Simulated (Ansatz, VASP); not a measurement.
## Two plane-wave programs on BaO

```
Ba O
1.0
     3.94141    0.00000    0.00000
     0.00000    3.94141    0.00000
     0.00000    0.00000    5.57400
Ba O
2 2
Direct
  0.00000 0.00000 0.00000
  0.50000 0.50000 0.50000
  0.50000 0.50000 0.00000
  0.00000 0.00000 0.50000
```

Alike in both runs: functional PBE; k mesh 8 × 8 × 6; occupations gaussian, width 0.02 eV; no spin polarisation.

Ansatz relaxed the structure, and its values are those at the end. VASP's run is a single point on that final structure, the one shown.

|  | VASP | Ansatz |
| --- | --- | --- |
| version | VASP 6.6.1 | Ansatz 0.2.0 |
| potentials or method | VASP PAW PBE potentials, release 64 (Ba_sv, O), cutoff 600 eV | scalar-relativistic, plane waves, PAW |
| valence electrons in the cell | 32 | 32 |

Ansatz gave:

```
gap on the k mesh at the Fermi level (eV) : 2.10
least direct gap on the mesh (eV)         : 2.10
pressure (GPa)                            : 0.0
```

What did VASP give for the same quantities?

gap on the k mesh at the Fermi level (eV): 2.04; least direct gap on the mesh (eV): 2.04; pressure (GPa): 1.5.

The functional is the same, so the differences come from potentials, cutoffs and numerics. Ansatz's warnings: stress scf threshold loose.

Neither program's run includes spin-orbit coupling.
